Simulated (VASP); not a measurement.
# Ge (P4/mbm) in VASP: a series of runs

The runs below take Ge through single point, relaxation of cell and atoms, with PBE.

All numbers are computed with VASP 6.6.1; they aren't measurements. Logs are shortened: lines on timing, memory, paths and dates and some standing lists are left out, and cuts for length are marked.

### Step 1. The cell of the first run

It takes space group P4/mbm (No. 127, tetragonal). The conventional cell has a = 6.322 Å, b = 6.322 Å, c = 2.505 Å, α = 90.00°, β = 90.00°, γ = 90.00°. Ge (site symmetry 4/m) has 6 Ge at 2.45 to 2.51 Å within 3.2 Å. Ge (site symmetry m2m) has 5 Ge at 2.45 to 2.51 Å within 3.2 Å.

The cell was generated, and may not be a known phase.

### Step 2. Single point, PBE

The input, INCAR:

```
PREC = Accurate ; ENCUT = 520
EDIFF = 1E-6 ; ISMEAR = 0
SIGMA = 0.1 ; LREAL = False
LASPH = True ; NELM = 60
ALGO = Normal ; ISIF = 2
LWAVE = False ; LCHARG = False
GGA = PE ; NBANDS = 51
```

The input, KPOINTS:

```
regular mesh
0
Gamma
  4 4 6
```

The input, POSCAR:

```
Ge
1.0
    6.3215242300      0.0000000000      0.0000000000
    0.0000000000      6.3215242300      0.0000000000
    0.0000000000      0.0000000000      2.5053997800
Ge
6
Direct
    0.5000000000      0.5000000000      0.0000000000
    0.0000000000      0.0000000000      0.0000000000
    0.8631799800      0.6368200200      0.0000000000
    0.1368200200      0.3631799800      0.0000000000
    0.6368200200      0.1368200200      0.0000000000
    0.3631799800      0.8631799800      0.0000000000
```

Potentials or basis: VASP PAW PBE potentials, release 64 (Ge_d).

On the command line:

```bash
$ cat potpaw_PBE.64/Ge_d/POTCAR > POTCAR
$ mpirun -np 1 vasp_std > vasp.out
```

OUTCAR:

```text
PREC = Accurate
   ENCUT = 520
   EDIFF = 1E-6
   ISMEAR = 0
   LREAL = False
   LASPH = True
   NELM = 60
   ISIF = 2
   GGA = PE

 ion  position               nearest neighbor table
   1  0.500  0.500  0.000-   3 2.45   4 2.45   5 2.45   6 2.45
   2  0.000  0.000  0.000-   3 2.45   4 2.45   5 2.45   6 2.45
   3  0.863  0.637  0.000-   4 2.45   2 2.45   1 2.45
   4  0.137  0.363  0.000-   3 2.45   2 2.45   1 2.45
   5  0.637  0.137  0.000-   6 2.45   2 2.45   1 2.45
   6  0.363  0.863  0.000-   5 2.45   2 2.45   1 2.45

  LATTYP: Found a simple tetragonal cell.
 ALAT       =     6.3215242300
 C/A-ratio  =     0.3963284311

  Lattice vectors:

 A1 = (   6.3215242300,   0.0000000000,   0.0000000000)
 A2 = (   0.0000000000,   6.3215242300,   0.0000000000)
 A3 = (   0.0000000000,   0.0000000000,   2.5053997800)

Analysis of symmetry for initial positions (statically):
=====================================================================
 Subroutine PRICEL returns:
 Original cell was already a primitive cell.

 Routine SETGRP: Setting up the symmetry group for a
 simple tetragonal supercell.

 Subroutine GETGRP returns: Found 16 space group operations
 (whereof  8 operations were pure point group operations)
 out of a pool of 16 trial point group operations.

The static configuration has the point symmetry C_4h.
 The point group associated with its full space group is D_4h.

Analysis of symmetry for dynamics (positions and initial velocities):
=====================================================================
 Subroutine PRICEL returns:
 Original cell was already a primitive cell.

 Routine SETGRP: Setting up the symmetry group for a
 simple tetragonal supercell.

 Subroutine GETGRP returns: Found 16 space group operations
 (whereof  8 operations were pure point group operations)
 out of a pool of 16 trial point group operations.

The dynamic configuration has the point symmetry C_4h.
 The point group associated with its full space group is D_4h.

 Subroutine INISYM returns: Found 16 space group operations
 (whereof  8 operations are pure point group operations),
 and found     1 'primitive' translations

----------------------------------------------------------------------------------------

                                     Primitive cell

  volume of cell :     100.1200

  direct lattice vectors                    reciprocal lattice vectors
     6.321524230  0.000000000  0.000000000     0.158189697  0.000000000  0.000000000
     0.000000000  6.321524230  0.000000000     0.000000000  0.158189697  0.000000000
     0.000000000  0.000000000  2.505399780     0.000000000  0.000000000  0.399137897

  length of vectors
     6.321524230  6.321524230  2.505399780     0.158189697  0.158189697  0.399137897

  position of ions in fractional coordinates (direct lattice)
     0.500000000  0.500000000  0.000000000
     0.000000000  0.000000000  0.000000000
     0.863179980  0.636820020  0.000000000
     0.136820020  0.363179980  0.000000000
     0.636820020  0.136820020  0.000000000
     0.363179980  0.863179980  0.000000000

  ion indices of the primitive-cell ions
   primitive index   ion index
                 1           1
                 2           2
                 3           3
                 4           4
                 5           5
                 6           6

----------------------------------------------------------------------------------------

 KPOINTS: regular mesh

Automatic generation of k-mesh.
 Grid dimensions read from file:
 generate k-points for:    4    4    6

 Generating k-lattice:

  Cartesian coordinates                     Fractional coordinates (reciprocal lattice)
     0.039547424  0.000000000  0.000000000     0.250000000  0.000000000  0.000000000
     0.000000000  0.039547424  0.000000000     0.000000000  0.250000000  0.000000000
     0.000000000  0.000000000  0.066522983     0.000000000  0.000000000  0.166666667

  Length of vectors
     0.039547424  0.039547424  0.066522983

  Shift w.r.t. Gamma in fractional coordinates (k-lattice)
     0.000000000  0.000000000  0.000000000

 Subroutine IBZKPT returns following result:
 ===========================================

 Found     24 irreducible k-points:

 Following reciprocal coordinates:
            Coordinates               Weight
  0.000000  0.000000  0.000000      1.000000
  0.250000  0.000000  0.000000      4.000000
  0.500000  0.000000  0.000000      2.000000
  0.250000  0.250000  0.000000      4.000000
  0.500000  0.250000  0.000000      4.000000
  0.500000  0.500000  0.000000      1.000000
[... 16 lines left out ...]
  0.500000  0.250000  0.500000      4.000000
  0.500000  0.500000  0.500000      1.000000
   k-points           NKPTS =     24   k-points in BZ     NKDIM =     24   number of bands    NBANDS=     51
   number of dos      NEDOS =    301   number of ions     NIONS =      6
   total plane-waves  NPLWV =  46080
   dimension x,y,z NGX =    48 NGY =   48 NGZ =   20
   dimension x,y,z NGXF=    96 NGYF=   96 NGZF=   40
   ions per type =               6
   NGX,Y,Z   is equivalent  to a cutoff of  12.62, 12.62, 13.27 a.u.
   NGXF,Y,Z  is equivalent  to a cutoff of  25.25, 25.25, 26.54 a.u.
 SYSTEM =  unknown system
   PREC   = accura    normal or accurate (medium, high low for compatibility)
   ISTART =      0    job   : 0-new  1-cont  2-samecut
   ICHARG =      2    charge: 1-file 2-atom 10-const
   ISPIN  =      1    spin polarized calculation?
   LNONCOLLINEAR =      F non collinear calculations
   LSORBIT =      F    spin-orbit coupling
   LASPH  =      T    aspherical Exc in radial PAW
   ENCUT  =  520.0 eV  38.22 Ry    6.18 a.u.  11.75 11.75  4.66*2*pi/ulx,y,z
   NELM   =     60;   NELMIN=  2; NELMDL= -5     # of ELM steps
   EDIFF  = 0.1E-05   stopping-criterion for ELM
   LREAL  =      F    real-space projection
   EDIFFG = 0.1E-04   stopping-criterion for IOM
   NSW    =      0    number of steps for IOM
   IBRION =     -1    ionic relax: 0-MD 1-quasi-New 2-CG
   NFREE  =      0    steps in history (QN), initial steepest desc. (CG)
   ISIF   =      2    stress and relaxation
   ISYM   =      2    0-nonsym 1-usesym 2-fastsym
   POTIM  = 0.5000    time-step for ionic-motion
   TEBEG  =    0.0;   TEEND  =   0.0 temperature during run
   PSTRESS=    0.0 pullay stress
   NELECT =      84.0000    total number of electrons
   NUPDOWN=      -1.0000    fix difference up-down
   EMIN   =  10.00;   EMAX   =-10.00  energy-range for DOS
   EFERMI =   0.00;   METHOD = LEGACY
   ISMEAR =     0;   SIGMA  =   0.10  broadening in eV -4-tet -1-fermi 0-gaus
   EFERMI_NEDOS =   21; number of points for ismear=-14 and -15
   IALGO  =     38    algorithm
   IMIX   =      4    mixing-type and parameters
     AMIX     =   0.40;   BMIX     =  1.00
     AMIX_MAG =   1.60;   BMIX_MAG =  1.00
  volume/ion in A,a.u.               =      16.69       112.61
  Fermi-wavevector in a.u.,A,eV,Ry     =   1.544049  2.917829 32.437472  2.384087
  Thomas-Fermi vector in A             =   2.649625
   LORBIT       =      0    0 simple, 1 ext, 2 COOP (PROOUT), +10 PAW based schemes
   GGA     = PE    functional components
   LHFCALC =     F    Hartree Fock is set to
   AEXX    =    0.0000 exact exchange contribution
   IVDW    =     0    specifies the selected vdW correction
   LEPSILON=     F    determine dielectric tensor
   LRPA    =     F    only Hartree local field effects (RPA)
 non-spin polarized calculation
 Gauss-broadening in eV      SIGMA  =   0.10
  energy-cutoff  :      520.00
  volume of cell :      100.12
 maximum number of plane-waves:      2715
 NGX is ok and might be reduce to    48
   NGX = 23   NGY = 23   NGZ =  9

 number of electron      83.9999982 magnetization

 Free energy of the ion-electron system (eV)
  ---------------------------------------------------
  ext. energy  EPLUGINS =         0.00000000
  ---------------------------------------------------
  free energy    TOTEN  =       -23.97699976 eV

  energy without entropy =      -23.96939913  energy(sigma->0) =      -23.97319945

 E-fermi :   7.7958     XC(G=0): -11.7340

 val. band max:        7.7603315353   @ k =   0.0000   0.0000   0.5000
 cond. band min:       7.8242231379   @ k =   0.0000   0.0000   0.3333
 fundamental gap:      0.0638916025
 Fermi energy:         7.7958268034

 k-point     1 :       0.0000    0.0000    0.0000
  band No.  band energies     occupation
      1     -17.0316      2.00000
      2     -17.0259      2.00000
      3     -16.9698      2.00000
      4     -16.9347      2.00000
      5     -16.9347      2.00000
      6     -16.9253      2.00000
[... 43 lines left out ...]
     50      15.9865      0.00000
     51      16.1702      0.00000

 k-point     2 :       0.2500    0.0000    0.0000
  band No.  band energies     occupation
      1     -17.0245      2.00000
      2     -17.0190      2.00000
      3     -16.9719      2.00000
      4     -16.9665      2.00000
      5     -16.9478      2.00000
      6     -16.9218      2.00000
[... 43 lines left out ...]
     50      16.9095      0.00000
     51      17.5471      0.00000

 k-point     3 :       0.5000    0.0000    0.0000
  band No.  band energies     occupation
      1     -17.0101      2.00000
      2     -17.0101      2.00000
      3     -16.9884      2.00000
      4     -16.9884      2.00000
      5     -16.9321      2.00000
      6     -16.9321      2.00000
[... 43 lines left out ...]
     50      17.0474      0.00000
     51      17.9617      0.00000
[... 1027 lines left out ...]
 k-point    23 :       0.5000    0.2500    0.5000
  band No.  band energies     occupation
      1     -16.9054      2.00000
      2     -16.9054      2.00000
      3     -16.8683      2.00000
      4     -16.8683      2.00000
      5     -16.8605      2.00000
      6     -16.8605      2.00000
[... 43 lines left out ...]
     50      12.3207      0.00000
     51      13.6017      0.00000

 k-point    24 :       0.5000    0.5000    0.5000
  band No.  band energies     occupation
      1     -16.9035      2.00000
      2     -16.9035      2.00000
      3     -16.8672      2.00000
      4     -16.8672      2.00000
      5     -16.8656      2.00000
      6     -16.8656      2.00000
[... 43 lines left out ...]
     50      13.0374      0.00000
     51      13.1746      0.00000

------------------------ aborting loop because EDIFF is reached ----------------------------------------

  FORCE on cell =-STRESS in cart. coord.  units (eV):
  Direction    XX          YY          ZZ          XY          YZ          ZX
  --------------------------------------------------------------------------------------
  -------------------------------------------------------------------------------------
  Total       13.4270553     13.4270553     19.0263600      0.0000000      0.0000000      0.0000000
  in kB      214.8674900    214.8674900    304.4707965      0.0000000      0.0000000      0.0000000
  external PRESSURE =     244.7352588 kB  Pullay stress =       0.0000000 kB

 VOLUME and BASIS-vectors are now :
 -----------------------------------------------------------------------------
  energy-cutoff  :      520.00
  volume of cell :      100.12
      direct lattice vectors                 reciprocal lattice vectors
     6.321524230  0.000000000  0.000000000     0.158189697  0.000000000  0.000000000
     0.000000000  6.321524230  0.000000000     0.000000000  0.158189697  0.000000000
     0.000000000  0.000000000  2.505399780     0.000000000  0.000000000  0.399137897

 POSITION                                       TOTAL-FORCE (eV/Angst)
 -----------------------------------------------------------------------------------
      3.16076      3.16076      0.00000         0.000000      0.000000      0.000000
      0.00000      0.00000      0.00000         0.000000      0.000000      0.000000
      5.45661      4.02567      0.00000         0.046532     -0.046532      0.000000
      0.86491      2.29585      0.00000        -0.046532      0.046532     -0.000000
      4.02567      0.86491      0.00000        -0.046532     -0.046532     -0.000000
      2.29585      5.45661      0.00000         0.046532      0.046532      0.000000
 -----------------------------------------------------------------------------------
    total drift:                               -0.000000     -0.000000     -0.000000

  FREE ENERGIE OF THE ION-ELECTRON SYSTEM (eV)
  ---------------------------------------------------
  free  energy   TOTEN  =       -23.9769997597 eV

  energy  without entropy=      -23.9693991313  energy(sigma->0) =      -23.97319945
```

It took 60 s on 1 thread of Intel Xeon Platinum 8488C (Sapphire Rapids), shared host; peak memory 0.24 GiB.

What came out:

| Property | Result |
| --- | --- |
| Free energy | -23.9770 eV |
| Pressure | 24.5 GPa |
| Largest force | 0.066 eV/Å |
| Band gap on the k mesh | zero (bands 42 and 43 overlap by 3.90 eV) |

Forces in eV/Å, atoms in the order of the input:
```
Ge   0.000  0.000  0.000
Ge   0.000  0.000  0.000
Ge   0.047 -0.047  0.000
Ge  -0.047  0.047  0.000
Ge  -0.047 -0.047  0.000
Ge   0.047  0.047  0.000
```

Stress tensor (GPa, compression positive):
```
21.49  0.00  0.00
 0.00 21.49  0.00
 0.00  0.00 30.45
```

Caveat: the k points lie up to 0.42 Å⁻¹ apart, too coarse for converged energies and pressures of a metal.

### Step 3. Single point, PBE

This run uses another cell than the first one, of 20.97 Å³/atom.

The input, INCAR:

```
ALGO = Normal
EDIFF = 1E-6
ENCUT = 520
GGA = PE
ISIF = 2
ISMEAR = 0
LASPH = True
LCHARG = False
LREAL = False
LWAVE = False
NBANDS = 51
NELM = 60
PREC = Accurate
SIGMA = 0.1
```

The input, KPOINTS:

```
k-points
0
Gamma
  4 4 6
```

The input, POSCAR:

```
Ge
1.0
    6.7419677758      0.0000000000      0.0000000000
    0.0000000000      6.7419677758      0.0000000000
    0.0000000000      0.0000000000      2.7674113313
Ge
6
Direct
    0.5000000000      0.5000000000      0.0000000000
    0.0000000000      0.0000000000      0.0000000000
    0.8664394518      0.6335605482      0.0000000000
    0.1335605482      0.3664394518      0.0000000000
    0.6335605482      0.1335605482      0.0000000000
    0.3664394518      0.8664394518      0.0000000000
```

Potentials or basis: VASP PAW PBE potentials, release 64 (Ge_d).

On the command line:

```bash
$ cat potpaw_PBE.64/Ge_d/POTCAR > POTCAR
$ mpirun -np 1 vasp_std > vasp.out
```

It took 94 s on 1 thread of Intel Xeon Platinum 8488C (Sapphire Rapids), shared host; peak memory 0.28 GiB.

The run converged. Its results:

```yaml
Free_energy: -25.6241 eV
Pressure: 0.1 GPa
Band_gap_on_the_k_mesh: zero (bands 42 and 43 overlap by 3.58 eV)
```

Levels at points of the mesh, in eV from the Fermi level:
```tsv
k point	band 38	band 39	band 40	band 41	band 42	band 43	band 44	band 45	band 46	band 47
(0.00, 0.00, 0.00)	-4.47	-3.18	0.20	1.09	1.49	1.49	3.54	4.70	4.70	5.19
(0.50, 0.00, 0.00)	-3.82	-1.79	-1.79	-0.40	-0.40	2.96	2.96	3.47	3.47	6.82
(0.50, 0.50, 0.00)	-3.51	-3.36	-3.36	-0.66	-0.66	3.21	3.21	3.40	3.40	7.38
(0.00, 0.00, 0.50)	-3.09	-2.92	-2.02	-2.02	-1.69	-1.69	-0.77	-0.20	3.31	3.71
(0.50, 0.00, 0.50)	-4.32	-2.55	-2.55	-0.99	-0.99	-0.94	-0.94	1.20	1.20	2.72
(0.50, 0.50, 0.50)	-3.74	-2.28	-2.28	-0.87	-0.87	-0.64	-0.64	-0.08	-0.08	2.61
```

Caveat: the k points lie up to 0.38 Å⁻¹ apart, too coarse for converged energies and pressures of a metal.

### Step 4. Relaxation of cell and atoms, PBE

The input, INCAR:

```
SYSTEM = Ge
  ALGO = Normal
  EDIFF = 1E-6
  EDIFFG = -0.04
  ENCUT = 600
  GGA = PE
  IBRION = 2
  ISIF = 3
  ISMEAR = 0
  LASPH = .TRUE.
  LCHARG = .FALSE.
  LREAL = .FALSE.
  LWAVE = .FALSE.
  NELM = 80
  NSW = 90
  PREC = Accurate
  SIGMA = 0.1
```

The input, KPOINTS:

```
k-points
0
G
  4 4 6
  0 0 0
```

The input, POSCAR:

```
Ge
1.0
    6.3215242300      0.0000000000      0.0000000000
    0.0000000000      6.3215242300      0.0000000000
    0.0000000000      0.0000000000      2.5053997800
Ge
6
Direct
    0.5000000000      0.5000000000      0.0000000000
    0.0000000000      0.0000000000      0.0000000000
    0.8631799800      0.6368200200      0.0000000000
    0.1368200200      0.3631799800      0.0000000000
    0.6368200200      0.1368200200      0.0000000000
    0.3631799800      0.8631799800      0.0000000000
```

On the command line:

```bash
$ cat potpaw_PBE.64/Ge_d/POTCAR > POTCAR
$ mpirun -np 1 vasp_std > vasp.out
```

Wall time 8.2 min (1 thread of Intel Xeon Platinum 8488C (Sapphire Rapids), shared host); peak memory 0.3 GiB.

The run converged. Its results:

```yaml
Free_energy: -25.6203 eV
Relaxed_volume: 20.96 Å³/atom
Relaxed_cell: a = 6.734 Å, b = 6.734 Å, c = 2.773 Å, α = 90.00°, β = 90.00°, γ = 90.00°
Space_group_after_relaxing_to_0.1_Å: P4/mbm (No. 127)
Energy_gained_by_relaxing: 273.8 meV/atom
Ionic_steps: 8
Pressure_after_relaxing: 0.0 GPa
Largest_force_after_relaxing: 0.035 eV/Å
Band_gap_on_the_k_mesh: zero (bands 42 and 43 overlap by 3.57 eV)
```

Forces in eV/Å, atoms in the order of the input:
```
Ge   0.000  0.000  0.000
Ge   0.000  0.000  0.000
Ge   0.025 -0.025  0.000
Ge  -0.025  0.025  0.000
Ge  -0.025 -0.025  0.000
Ge   0.025  0.025  0.000
```

Stress tensor (GPa, compression positive):
```
 0.13  0.00  0.00
 0.00  0.13  0.00
 0.00  0.00 -0.25
```

Step by step:
```csv
step,energy change (eV),largest force (eV/Å),pressure (GPa),volume (Å³)
1,0.0000,0.0660,24.59,100.12
2,-1.3051,0.2019,-5.74,141.93
3,-1.6269,0.2072,0.14,125.49
4,-1.6272,0.2071,-0.13,126.11
5,-1.6372,0.1489,0.00,125.95
6,-1.6397,0.1039,0.07,125.84
7,-1.6398,0.0940,-0.01,125.82
8,-1.6427,0.0350,0.01,125.74
```

Final structure:
```
CELL_PARAMETERS angstrom
6.73431 0.00000 0.00000
0.00000 6.73431 0.00000
0.00000 0.00000 2.77271
ATOMIC_POSITIONS crystal
Ge 0.50000 0.50000 0.00000
Ge 0.00000 0.00000 0.00000
Ge 0.86595 0.63405 0.00000
Ge 0.13405 0.36595 0.00000
Ge 0.63405 0.13405 0.00000
Ge 0.36595 0.86595 0.00000
```

Levels at points of the mesh, in eV from the Fermi level:
```
           k point  band 38  band 39  band 40  band 41  band 42  band 43  band 44  band 45  band 46  band 47
(0.00, 0.00, 0.00)    -4.48    -3.18     0.23     1.10     1.50     1.50     3.57     4.73     4.73     5.19
(0.50, 0.00, 0.00)    -3.82    -1.77    -1.77    -0.40    -0.40     2.97     2.97     3.49     3.49     6.75
(0.50, 0.50, 0.00)    -3.53    -3.35    -3.35    -0.64    -0.64     3.21     3.21     3.43     3.43     7.30
(0.00, 0.00, 0.50)    -3.06    -2.92    -2.02    -2.02    -1.72    -1.72    -0.74    -0.23     3.32     3.69
(0.50, 0.00, 0.50)    -4.36    -2.54    -2.54    -1.01    -1.01    -0.93    -0.93     1.19     1.19     2.70
(0.50, 0.50, 0.50)    -3.72    -2.30    -2.30    -0.91    -0.91    -0.65    -0.65    -0.07    -0.07     2.61
```

Caveat: the k points lie up to 0.38 Å⁻¹ apart in the final cell, too coarse for converged energies and pressures of a metal; the volume moved by over 15 % at a fixed basis, so the end points are rough.

(Continued in part 2 of 2.)

The gap in the log of VASP goes by the Fermi energy; the results here count the filled bands.